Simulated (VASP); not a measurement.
# Ca (I4/mmm) in VASP: a series of runs

The runs below take Ca through single point, with PBEsol.

All numbers are computed with VASP 6.6.1; they aren't measurements. Logs are shortened: lines on timing, memory, paths and dates and some standing lists are left out, and cuts for length are marked.

### Step 1. The cell of the first run

It takes space group I4/mmm (No. 139, tetragonal). Conventional cell: a = 4.011 Å, b = 4.011 Å, c = 5.421 Å, α = 90.00°, β = 90.00°, γ = 90.00°. Ca (site symmetry 4/mmm) has 12 Ca at 3.92 to 4.01 Å within 5.1 Å.

### Step 2. Single point, PBEsol (strain +0.015 along x and y, -0.030 along z)

INCAR

```
SYSTEM = Ca
  ALGO = Normal
  EDIFF = 1E-6
  ENCUT = 520
  GGA = PS
  ISIF = 2
  ISMEAR = 0
  LASPH = .TRUE.
  LCHARG = .FALSE.
  LREAL = .FALSE.
  LWAVE = .FALSE.
  NBANDS = 11
  NELM = 60
  PREC = Accurate
  SIGMA = 0.15
```

KPOINTS

```
k-points
0
G
  14 14 14
  0 0 0
```

POSCAR

```
Ca
1.0
    0.0000000000      2.8361130000      2.7103740000
    2.8361130000      0.0000000000      2.7103740000
    2.8361130000      2.8361130000      0.0000000000
Ca
1
Direct
    0.0000000000      0.0000000000      0.0000000000
```

Potentials or basis: VASP PAW PBE potentials, release 64 (Ca_sv).

Command:

```
$ cat potpaw_PBE.64/Ca_sv/POTCAR > POTCAR
$ mpirun -np 1 vasp_std > vasp.out
```

OUTCAR:

```text
SYSTEM = Ca
   EDIFF = 1E-6
   ENCUT = 520
   GGA = PS
   ISIF = 2
   ISMEAR = 0
   LASPH = .TRUE.
   LREAL = .FALSE.
   NELM = 60
   PREC = Accurate

 ion  position               nearest neighbor table
   1  0.000  0.000  0.000-

  LATTYP: Found a body centered tetragonal cell.
 ALAT       =     4.0108694690
 C/A-ratio  =     1.3515144389

  Lattice vectors:

 A1 = (   0.0000000000,  -2.8361130000,  -2.7103740000)
 A2 = (   0.0000000000,   2.8361130000,  -2.7103740000)
 A3 = (   2.8361130000,   0.0000000000,   2.7103740000)

Analysis of symmetry for initial positions (statically):
=====================================================================
 Subroutine PRICEL returns:
 Original cell was already a primitive cell.

 Routine SETGRP: Setting up the symmetry group for a
 body centered tetragonal supercell.

 Subroutine GETGRP returns: Found 16 space group operations
 (whereof 16 operations were pure point group operations)
 out of a pool of 16 trial point group operations.

The static configuration has the point symmetry D_4h.

Analysis of symmetry for dynamics (positions and initial velocities):
=====================================================================
 Subroutine PRICEL returns:
 Original cell was already a primitive cell.

 Routine SETGRP: Setting up the symmetry group for a
 body centered tetragonal supercell.

 Subroutine GETGRP returns: Found 16 space group operations
 (whereof 16 operations were pure point group operations)
 out of a pool of 16 trial point group operations.

The dynamic configuration has the point symmetry D_4h.

 Subroutine INISYM returns: Found 16 space group operations
 (whereof 16 operations are pure point group operations),
 and found     1 'primitive' translations

----------------------------------------------------------------------------------------

                                     Primitive cell

  volume of cell :      43.6020

  direct lattice vectors                    reciprocal lattice vectors
     0.000000000  2.836113000  2.710374000    -0.176297630  0.176297630  0.184476386
     2.836113000  0.000000000  2.710374000     0.176297630 -0.176297630  0.184476386
     2.836113000  2.836113000  0.000000000     0.176297630  0.176297630 -0.184476386

  length of vectors
     3.922966246  3.922966246  4.010869469     0.310150360  0.310150360  0.310150360

  position of ions in fractional coordinates (direct lattice)
     0.000000000  0.000000000  0.000000000

  ion indices of the primitive-cell ions
   primitive index   ion index
[... 81 lines left out ...]
   POTIM  = 0.5000    time-step for ionic-motion
   TEBEG  =    0.0;   TEEND  =   0.0 temperature during run
   PSTRESS=    0.0 pullay stress
   NELECT =      10.0000    total number of electrons
   NUPDOWN=      -1.0000    fix difference up-down
   EMIN   =  10.00;   EMAX   =-10.00  energy-range for DOS
   EFERMI =   0.00;   METHOD = LEGACY
   ISMEAR =     0;   SIGMA  =   0.15  broadening in eV -4-tet -1-fermi 0-gaus
   EFERMI_NEDOS =   21; number of points for ismear=-14 and -15
   IALGO  =     38    algorithm
   IMIX   =      4    mixing-type and parameters
     AMIX     =   0.40;   BMIX     =  1.00
     AMIX_MAG =   1.60;   BMIX_MAG =  1.00
  volume/ion in A,a.u.               =      43.60       294.24
  Fermi-wavevector in a.u.,A,eV,Ry     =   1.002088  1.893673 13.662716  1.004181
  Thomas-Fermi vector in A             =   2.134553
   LORBIT       =      0    0 simple, 1 ext, 2 COOP (PROOUT), +10 PAW based schemes
   GGA     = PS    functional components
   LHFCALC =     F    Hartree Fock is set to
   AEXX    =    0.0000 exact exchange contribution
   IVDW    =     0    specifies the selected vdW correction
   LEPSILON=     F    determine dielectric tensor
   LRPA    =     F    only Hartree local field effects (RPA)
 non-spin polarized calculation
 Gauss-broadening in eV      SIGMA  =   0.15
  energy-cutoff  :      520.00
  volume of cell :       43.60
 maximum number of plane-waves:      1194
 NGX is ok and might be reduce to    30
   NGX = 15   NGY = 15   NGZ = 15

 number of electron      10.0000000 magnetization

 number of electron       9.9999998 magnetization

 Free energy of the ion-electron system (eV)
  ---------------------------------------------------
  ext. energy  EPLUGINS =         0.00000000
  ---------------------------------------------------
  free energy    TOTEN  =        -2.12975702 eV

  energy without entropy =       -2.11475569  energy(sigma->0) =       -2.12225636

 E-fermi :   1.7626     XC(G=0):  -7.7074

 val. band max:        1.7559378097   @ k =  -0.3571   0.2857   0.1429
 cond. band min:       1.7698687183   @ k =  -0.3571   0.3571   0.0714
 fundamental gap:      0.0139309086
 Fermi energy:         1.7626042490

 k-point     1 :       0.0000    0.0000    0.0000
  band No.  band energies     occupation
      1     -40.1550      2.00000
      2     -21.1515      2.00000
      3     -21.1515      2.00000
      4     -21.1483      2.00000
      5      -2.2103      2.00000
      6       3.9884      0.00000
      7       3.9884      0.00000
      8       4.1806      0.00000
      9       4.9536      0.00000
     10       5.1969      0.00000
     11      10.7710      0.00000
[... 309 lines left out ...]
 k-point    24 :       0.2857    0.1429    0.0000
  band No.  band energies     occupation
      1     -40.1474      2.00000
      2     -21.2141      2.00000
      3     -21.1716      2.00000
      4     -21.1659      2.00000
      5      -0.9733      2.00000
      6       3.1159      0.00000
      7       4.1290      0.00000
      8       4.2431      0.00000
      9       4.7642      0.00000
     10       5.3269      0.00000
     11       9.1849      0.00000

 [... further k-points ...]

------------------------ aborting loop because EDIFF is reached ----------------------------------------

  FORCE on cell =-STRESS in cart. coord.  units (eV):
  Direction    XX          YY          ZZ          XY          YZ          ZX
  --------------------------------------------------------------------------------------
  -------------------------------------------------------------------------------------
  Total       -0.3394012     -0.3394012     -0.2677559      0.0000000      0.0000000      0.0000000
  in kB      -12.4714714    -12.4714714     -9.8388266      0.0000000      0.0000000      0.0000000
  external PRESSURE =     -11.5939231 kB  Pullay stress =       0.0000000 kB

 VOLUME and BASIS-vectors are now :
 -----------------------------------------------------------------------------
  energy-cutoff  :      520.00
  volume of cell :       43.60
      direct lattice vectors                 reciprocal lattice vectors
     0.000000000  2.836113000  2.710374000    -0.176297630  0.176297630  0.184476386
     2.836113000  0.000000000  2.710374000     0.176297630 -0.176297630  0.184476386
     2.836113000  2.836113000  0.000000000     0.176297630  0.176297630 -0.184476386

 POSITION                                       TOTAL-FORCE (eV/Angst)
 -----------------------------------------------------------------------------------
      0.00000      0.00000      0.00000        -0.000000      0.000000     -0.000000
 -----------------------------------------------------------------------------------
    total drift:                               -0.000000     -0.000000      0.000000

  FREE ENERGIE OF THE ION-ELECTRON SYSTEM (eV)
  ---------------------------------------------------
  free  energy   TOTEN  =        -2.1297570241 eV

  energy  without entropy=       -2.1147556880  energy(sigma->0) =       -2.12225636
```

OSZICAR:

```text
N       E                     dE             d eps       ncg     rms          rms(c)
DAV:   1     0.658071807117E+02    0.65807E+02   -0.49610E+03  5368   0.814E+02
DAV:   2    -0.618681897154E+00   -0.66426E+02   -0.65836E+02  5893   0.207E+02
DAV:   3    -0.206159039268E+01   -0.14429E+01   -0.14251E+01  7852   0.300E+01
DAV:   4    -0.213484635231E+01   -0.73256E-01   -0.72920E-01  7095   0.532E+00
DAV:   5    -0.213651762665E+01   -0.16713E-02   -0.16710E-02  7551   0.682E-01    0.231E+00
DAV:   6    -0.213211218985E+01    0.44054E-02   -0.75422E-03  6587   0.102E+00    0.139E+00
DAV:   7    -0.212989585153E+01    0.22163E-02   -0.13983E-02  5648   0.144E+00    0.885E-02
DAV:   8    -0.212975082489E+01    0.14503E-03   -0.10381E-03  6697   0.275E-01    0.187E-02
DAV:   9    -0.212975658557E+01   -0.57607E-05   -0.71703E-05  6961   0.726E-02    0.584E-03
DAV:  10    -0.212975702408E+01   -0.43851E-06   -0.61772E-06  8084   0.212E-02
   1 F= -.21297570E+01 E0= -.21222564E+01  d E =-.150013E-01
```

Run time: 39 s. Hardware: 1 thread of Intel Xeon 6975P-C (Granite Rapids), shared host; peak memory 0.25 GiB.

Results:

| Property | Result |
| --- | --- |
| Free energy | -2.1298 eV |
| Pressure | -1.2 GPa |
| Band gap on the k mesh | zero (band 5 reaches 1.95 eV, above the bottom of band 6 at 1.59 eV) |

Caveat: the cell differs from its parent crystal (strain +0.015 along x and y, -0.030 along z); the PAW data sets were made with another functional, which shifts forces and pressure a little.

### Step 3. Single point, PBEsol (strain +0.030 along x and y, -0.030 along z)

INCAR

```
SYSTEM = Ca
PREC = Accurate
ENCUT = 520
EDIFF = 1E-6
ISMEAR = 0
SIGMA = 0.15
LREAL = .False.
LASPH = .True.
NELM = 80
ALGO = Normal
ISIF = 2
LWAVE = .False.
LCHARG = .False.
GGA = PS
NBANDS = 11
```

KPOINTS

```
regular mesh
0
Gamma
  14 14 14
  0 0 0
```

POSCAR

```
Ca
1.0
    0.0000000000      2.8780260000      2.7103740000
    2.8780260000      0.0000000000      2.7103740000
    2.8780260000      2.8780260000      0.0000000000
Ca
1
Direct
    0.0000000000      0.0000000000      0.0000000000
```

Potentials or basis: VASP PAW PBE potentials, release 64 (Ca_sv).

Command:

```
$ cat potpaw_PBE.64/Ca_sv/POTCAR > POTCAR
$ mpirun -np 1 vasp_std > vasp.out
```

It took 100 s on 1 thread of Oxide Virtual Turin-like, shared host; peak memory 0.23 GiB.

Results (log left out):

```
Free energy            : -2.1183 eV
Pressure               : -1.6 GPa
Band gap on the k mesh : zero (band 5 reaches 1.86 eV, above the bottom of band 6 at 1.46 eV)
```

Stress tensor (GPa, compression positive):
```
-1.66  0.00  0.00
 0.00 -1.66  0.00
 0.00  0.00 -1.35
```

Levels at points of the mesh, in eV from the Fermi level:
```
           k point  band 2  band 3  band 4  band 5  band 6  band 7  band 8  band 9
(0.00, 0.00, 0.00)  -22.99  -22.99  -22.98   -3.92    2.17    2.17    2.42    3.08
(0.50, 0.00, 0.00)  -23.10  -23.01  -23.00   -0.97   -0.19    1.98    2.30    3.81
(0.50, 0.50, 0.00)  -23.09  -23.04  -23.04   -0.28    0.52    1.25    3.87    4.06
(0.50, 0.00, 0.50)  -23.09  -23.03  -23.02   -0.47    0.65    0.68    3.85    3.95
```

Caveat: the cell differs from its parent crystal (strain +0.030 along x and y, -0.030 along z); the PAW data sets were made with another functional, which shifts forces and pressure a little.

### Step 4. Single point, PBEsol (strain +0.030 along x and y, -0.015 along z)

INCAR

```
PREC     = Accurate       # precision mode
ENCUT    = 520            # plane-wave cutoff, eV
EDIFF    = 1E-7           # SCF threshold, eV
ISMEAR   = 0              # smearing method
SIGMA    = 0.15           # smearing width, eV
LREAL    = F              # projectors in reciprocal space
LASPH    = T              # aspherical terms in the spheres
NELM     = 100            # most SCF steps
ALGO     = Normal         # electronic algorithm
ISIF     = 2              # what is computed and relaxed
LWAVE    = F              # write WAVECAR
LCHARG   = T              # write CHGCAR
GGA      = PS             # functional
LELF     = T              # ELF
LVHAR    = T            
NBANDS   = 11             # bands
```

KPOINTS

```
regular mesh
0
Gamma
  14 14 14
```

POSCAR

```
Ca
1.0
    0.0000000000      2.8780260000      2.7522870000
    2.8780260000      0.0000000000      2.7522870000
    2.8780260000      2.8780260000      0.0000000000
Ca
1
Direct
    0.0000000000      0.0000000000      0.0000000000
```

Command:

```
$ cat potpaw_PBE.64/Ca_sv/POTCAR > POTCAR
$ mpirun -np 1 vasp_std > vasp.out
```

Wall time 2.1 min (1 thread of Oxide Virtual Turin-like, shared host); peak memory 0.22 GiB.

It converged, with:

- Free energy: -2.1122 eV
- Pressure: -1.7 GPa
- Band gap on the k mesh: zero (band 5 reaches 1.81 eV, above the bottom of band 6 at 1.40 eV)

Stress tensor (GPa, compression positive):
```
-1.81  0.00  0.00
 0.00 -1.81  0.00
 0.00  0.00 -1.56
```

Levels at points of the mesh, in eV from the Fermi level:
| k point | band 3 | band 4 | band 5 | band 6 | band 7 | band 8 |
| --- | --- | --- | --- | --- | --- | --- |
| (0.00, 0.00, 0.00) | -23.02 | -23.02 | -3.89 | 2.17 | 2.17 | 2.35 |
| (0.50, 0.00, 0.00) | -23.04 | -23.03 | -0.97 | -0.20 | 2.01 | 2.24 |
| (0.50, 0.50, 0.00) | -23.07 | -23.07 | -0.30 | 0.54 | 1.12 | 3.82 |
| (0.50, 0.00, 0.50) | -23.06 | -23.06 | -0.44 | 0.64 | 0.70 | 3.81 |

Caveat: the cell differs from its parent crystal (strain +0.030 along x and y, -0.015 along z); the PAW data sets were made with another functional, which shifts forces and pressure a little.

### Step 5. The runs side by side

| cell | gap on the mesh (eV) | pressure (GPa) |
| --- | --- | --- |
| a = 3.923, b = 3.923, c = 4.011 Å, angles 59.3, 59.3, 61.5°, 1 atom | none | -1.2 |
| a = 3.953, b = 3.953, c = 4.070 Å, angles 59.0, 59.0, 62.0°, 1 atom | none | -1.6 |
| a = 3.982, b = 3.982, c = 4.070 Å, angles 59.3, 59.3, 61.5°, 1 atom | none | -1.7 |

Alike in all rows: task single point; level PBEsol; potentials or basis VASP PAW PBE potentials, release 64 (Ca_sv); no spin polarisation; k mesh 14 × 14 × 14; cutoff (eV) 520; smearing gaussian 0.15 eV.

Caveats: the PAW data sets were made with another functional, which shifts forces and pressure a little.

Total energies depend on the potentials used, so only differences within one code and one set of settings carry meaning.
